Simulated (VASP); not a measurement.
Write the native input for VASP 6.6.1 that does the following.

```yaml
Task: single point
Functional: r2SCAN
Potentials_or_basis: VASP PAW PBE potentials, release 64 (Si, C)
Cutoff: 520 eV
k_mesh: 12 × 12 × 12
Occupations: fermi-dirac, width 0.02 eV
Spin: no spin polarisation
Dipole_correction: no
Further_INCAR_settings: ALGO = Normal; EDIFF = 1e-07; NBANDS = 11
```

Crystal: SiC.

```xyz
2
Lattice="0.0000 2.2210 2.2210 2.2210 0.0000 2.2210 2.2210 2.2210 0.0000" Properties=species:S:1:pos:R:3 pbc="T T T"
Si    0.0000    0.0000    0.0000
C     1.1105    1.1105    1.1105
```

The input as run:

POSCAR

```
SiC
1.0
    0.0000000000      2.2210419100      2.2210419100
    2.2210419100      0.0000000000      2.2210419100
    2.2210419100      2.2210419100      0.0000000000
Si C
1 1
Direct
    0.0000000000      0.0000000000      0.0000000000
    0.2500000000      0.2500000000      0.2500000000
```

INCAR.step1

```
PREC = Accurate
ENCUT = 520
ISMEAR = -1
SIGMA = 0.02
LREAL = F
LASPH = T
NELM = 80
NBANDS = 11
GGA = PE
ALGO = Normal
EDIFF = 1E-4
LWAVE = T
LCHARG = F
```

INCAR.step2

```
PREC = Accurate
ENCUT = 520
EDIFF = 1E-7
ISMEAR = -1
SIGMA = 0.02
LREAL = F
LASPH = T
NELM = 80
ALGO = Normal
ISIF = 2
LWAVE = F
LCHARG = F
METAGGA = R2SCAN
LMIXTAU = T
NBANDS = 11
ISTART = 1
```

KPOINTS

```
regular mesh
0
Gamma
  12 12 12
```

Potentials or basis: VASP PAW PBE potentials, release 64 (Si, C).

Run with:

```bash
$ cat potpaw_PBE.64/Si/POTCAR potpaw_PBE.64/C/POTCAR > POTCAR
$ cp INCAR.step1 INCAR
$ mpirun -np 1 vasp_std > vasp.out
$ cp INCAR.step2 INCAR
$ mpirun -np 1 vasp_std > vasp.out
```

Results of the run:

```json
{
  "Pressure": "-12.0 GPa",
  "Band gap on the k mesh": "1.76 eV (least direct gap 4.98 eV)"
}
```

Caveat: the cell stands under tension; the PAW data sets were made with another functional, which shifts forces and pressure a little.

Run time: 37 s on 1 thread of Intel(R) Xeon(R) Platinum 8559C (Emerald Rapids), with other jobs on the host, peak memory 0.14 GiB.
